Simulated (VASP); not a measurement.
MoS2:

```
Mo S
1.0
     3.16900    0.00000    0.00000
    -1.58450    2.74443    0.00000
     0.00000    0.00000   12.32400
Mo S
2 4
Direct
  0.33333 0.66667 0.25000
  0.66667 0.33333 0.75000
  0.33333 0.66667 0.62300
  0.66667 0.33333 0.12300
  0.33333 0.66667 0.87700
  0.66667 0.33333 0.37700
```

Base run:

```yaml
Program: VASP 6.6.1
Functional: PBE
Potentials_or_basis: VASP PAW PBE potentials, release 64 (Mo_sv, S)
Cutoff: 520 eV
k_mesh: 7 × 7 × 2
Occupations: methfessel-paxton, width 0.15 eV
Spin: no spin polarisation
```

Its results: band gap on the k mesh 1.00 eV, indirect (least direct gap 2.05 eV); pressure 1.8 GPa; largest force 0.078 eV/Å.

Question: The run is repeated on the same cell with these changes: k mesh from 7 × 7 × 2 to 4 × 4 × 1. What comes out?

Answer: Band gap on the k mesh 1.22 eV, indirect (least direct gap 2.11 eV); pressure 1.6 GPa; largest force 0.136 eV/Å.

Caveats: some runs use coarse meshes; this functional lacks dispersion, which binds the layers, so the pressure and a relaxed spacing across them are unreliable.

A k mesh can miss the band edges.
